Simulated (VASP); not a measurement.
# AlN (F-43m) in VASP: notebook, part 3 of 3

VASP 6.6.1.

**6. Single point, BLYP+D3(BJ)**

This run uses another cell than the first one, of 10.83 Å³/atom, 1.059 times its volume.

INCAR

```
SYSTEM = AlN
AGGAC = 1.0
AGGAX = 1.0
ALDAC = 0.0
ALDAX = 1.0
ALGO = Normal
EDIFF = 1E-6
ENCUT = 520
GGA = B5
ISIF = 2
ISMEAR = -1
IVDW = 12
LASPH = .TRUE.
LCHARG = .FALSE.
LREAL = .FALSE.
LWAVE = .FALSE.
NBANDS = 11
NELM = 80
PREC = Accurate
SIGMA = 0.05
VDW_A1 = 0.4298
VDW_A2 = 4.2359
VDW_S6 = 1.0
VDW_S8 = 2.6996
```

KPOINTS

```
k-points
0
G
  10 10 10
  0 0 0
```

POSCAR

```
AlN
1.0
    0.0000000000      2.2127336128      2.2127336128
    2.2127336128      0.0000000000      2.2127336128
    2.2127336128      2.2127336128      0.0000000000
Al N
1 1
Direct
    0.0000000000      0.0000000000      0.0000000000
    0.2500000000      0.2500000000      0.2500000000
```

Potentials or basis: VASP PAW PBE potentials, release 64 (Al, N).

Launch:

```bash
$ cat potpaw_PBE.64/Al/POTCAR potpaw_PBE.64/N/POTCAR > POTCAR
$ mpirun -np 1 vasp_std > vasp.out
```

OUTCAR:

```text
SYSTEM = AlN
   EDIFF = 1E-6
   ENCUT = 520
   GGA = B5
   ISIF = 2
   ISMEAR = -1
   IVDW = 12
   LASPH = .TRUE.
   LREAL = .FALSE.
   NELM = 80
   PREC = Accurate
 IVDW          = 12

 ion  position               nearest neighbor table
   1  0.000  0.000  0.000-   2 1.92   2 1.92   2 1.92   2 1.92
   2  0.250  0.250  0.250-   1 1.92   1 1.92   1 1.92   1 1.92

  LATTYP: Found a face centered cubic cell.
 ALAT       =     4.4254672256

  Lattice vectors:

 A1 = (   0.0000000000,   2.2127336128,   2.2127336128)
 A2 = (   2.2127336128,   0.0000000000,   2.2127336128)
 A3 = (   2.2127336128,   2.2127336128,   0.0000000000)

Analysis of symmetry for initial positions (statically):
=====================================================================
 Subroutine PRICEL returns:
 Original cell was already a primitive cell.

 Routine SETGRP: Setting up the symmetry group for a
 face centered cubic supercell.

 Subroutine GETGRP returns: Found 24 space group operations
 (whereof 24 operations were pure point group operations)
 out of a pool of 48 trial point group operations.

The static configuration has the point symmetry T_d .

Analysis of symmetry for dynamics (positions and initial velocities):
=====================================================================
 Subroutine PRICEL returns:
 Original cell was already a primitive cell.

 Routine SETGRP: Setting up the symmetry group for a
 face centered cubic supercell.

 Subroutine GETGRP returns: Found 24 space group operations
 (whereof 24 operations were pure point group operations)
 out of a pool of 48 trial point group operations.

The dynamic configuration has the point symmetry T_d .

 Subroutine INISYM returns: Found 24 space group operations
 (whereof 24 operations are pure point group operations),
 and found     1 'primitive' translations

----------------------------------------------------------------------------------------
[... 118 lines left out ...]
   GGA     = B5    functional components
   LHFCALC =     F    Hartree Fock is set to
   AEXX    =    0.0000 exact exchange contribution
   IVDW    =    12    specifies the selected vdW correction
   LEPSILON=     F    determine dielectric tensor
   LRPA    =     F    only Hartree local field effects (RPA)
 non-spin polarized calculation
  energy-cutoff  :      520.00
  volume of cell :       21.67
 maximum number of plane-waves:       596
   NGX = 11   NGY = 11   NGZ = 11

 number of electron       8.0000002 magnetization

 Free energy of the ion-electron system (eV)
  ---------------------------------------------------
  ext. energy  EPLUGINS =         0.00000000
  ---------------------------------------------------
  free energy    TOTEN  =       -13.90052496 eV

  energy without entropy =      -13.90052496  energy(sigma->0) =      -13.90052496

 E-fermi :   7.0426     XC(G=0): -10.1393

 val. band max:        6.0072964093   @ k =   0.0000   0.0000   0.0000
 cond. band min:       9.6533125422   @ k =   0.5000   0.5000   0.0000
 fundamental gap:      3.6460161329
 Fermi energy:         7.0425705184

 k-point     1 :       0.0000    0.0000    0.0000
  band No.  band energies     occupation
      1      -8.6512      2.00000
      2       6.0073      2.00000
      3       6.0073      2.00000
      4       6.0073      2.00000
      5      10.1348      0.00000
      6      18.2360      0.00000
      7      18.2360      0.00000
      8      18.2360      0.00000
      9      23.4824      0.00000
     10      23.4824      0.00000
     11      24.9692      0.00000
[... 309 lines left out ...]
 k-point    24 :       0.4000    0.3000    0.0000
  band No.  band energies     occupation
      1      -6.7730      2.00000
      2       2.0143      2.00000
      3       4.3793      2.00000
      4       4.6581      2.00000
      5      11.1423      0.00000
      6      15.4169      0.00000
      7      17.9175      0.00000
      8      20.2488      0.00000
      9      20.7324      0.00000
     10      26.9718      0.00000
     11      29.0657      0.00000

 [... further k-points ...]

------------------------ aborting loop because EDIFF is reached ----------------------------------------

 Edisp (eV)   -1.12533

 E8    (eV) :    -0.7853

  FORCE on cell =-STRESS in cart. coord.  units (eV):
  Direction    XX          YY          ZZ          XY          YZ          ZX
  --------------------------------------------------------------------------------------
  -------------------------------------------------------------------------------------
  Total      -1.12053    -1.12053    -1.12053    -0.00000    -0.00000    -0.00000
  in kB     -82.85495   -82.85495   -82.85495    -0.00000    -0.00000    -0.00000
  external pressure =      -82.85 kB  Pullay stress =        0.00 kB

 VOLUME and BASIS-vectors are now :
 -----------------------------------------------------------------------------
  energy-cutoff  :      520.00
  volume of cell :       21.67
      direct lattice vectors                 reciprocal lattice vectors
     0.000000000  2.212733613  2.212733613    -0.225964841  0.225964841  0.225964841
     2.212733613  0.000000000  2.212733613     0.225964841 -0.225964841  0.225964841
     2.212733613  2.212733613  0.000000000     0.225964841  0.225964841 -0.225964841

 POSITION                                       TOTAL-FORCE (eV/Angst)
 -----------------------------------------------------------------------------------
      0.00000      0.00000      0.00000         0.000000      0.000000     -0.000000
      1.10637      1.10637      1.10637        -0.000000     -0.000000      0.000000
 -----------------------------------------------------------------------------------
    total drift:                               -0.000000     -0.000000     -0.000000

  FREE ENERGIE OF THE ION-ELECTRON SYSTEM (eV)
  ---------------------------------------------------
  free  energy   TOTEN  =       -15.0258581582 eV

  energy  without entropy=      -15.0258581582  energy(sigma->0) =      -15.02585816
```

stdout:

```text
POSCAR found type information on POSCAR AlN
 POSCAR found :  2 types and       2 ions
 scaLAPACK will be used
 -----------------------------------------------------------------------------
|                                                                             |
|                                                                             |
|     You enforced a specific xc type in the INCAR file but a different       |
|     I HOPE YOU KNOW WHAT YOU ARE DOING!                                     |
|                                                                             |
 -----------------------------------------------------------------------------

 LDA part: xc-table for (Slater(with rela. corr.)+VWN5), standard interpolation
 POSCAR, INCAR and KPOINTS ok, starting setup
 FFT: planning ... GRIDC
 FFT: planning ... GRID_SOFT
 FFT: planning ... GRID
 WAVECAR not read
 entering main loop
```

It took 19 s on 1 thread of AMD EPYC 7R43 (Zen 3), shared host; peak memory 0.11 GiB.

Results:

* Free energy: -15.0259 eV
* Pressure: -8.3 GPa
* Band gap on the k mesh: 3.65 eV, indirect (least direct gap 4.13 eV)
* Dispersion energy per atom: -0.563 eV

Caveat: the PAW data sets were made with another functional, which shifts forces and pressure a little. A k mesh can miss the band edges.

**7. The runs side by side**

| level | potentials or basis | cell | gap on the mesh (eV) | pressure (GPa) |
| --- | --- | --- | --- | --- |
| SVWN5 | VASP PAW PBE potentials, release 64 (Al, N) | a = 3.070 Å, angles 60.0°, 2 atoms | 3.24 | 0.9 |
| LDA | VASP PAW LDA potentials, release 64 (Al, N) | a = 3.068 Å, angles 60.0°, 2 atoms | 3.23 | 1.2 |
| revPBE | VASP PAW PBE potentials, release 64 (Al, N) | a = 3.129 Å, angles 60.0°, 2 atoms | 3.33 | -0.8 |
| revPBE | VASP PAW PBE potentials, release 64 (Al, N) | a = 3.149 Å, angles 60.0°, 2 atoms | 3.32 | -4.2 |
| BLYP+D3(BJ) | VASP PAW PBE potentials, release 64 (Al, N) | a = 3.129 Å, angles 60.0°, 2 atoms | 3.65 | -8.3 |

Alike in all rows: task single point; no spin polarisation; k mesh 10 × 10 × 10; cutoff (eV) 520; smearing fermi-dirac 0.05 eV.

Caveats: the PAW data sets were made with another functional, which shifts forces and pressure a little (some runs).

Absolute energies hang on the potentials; compare differences alone.
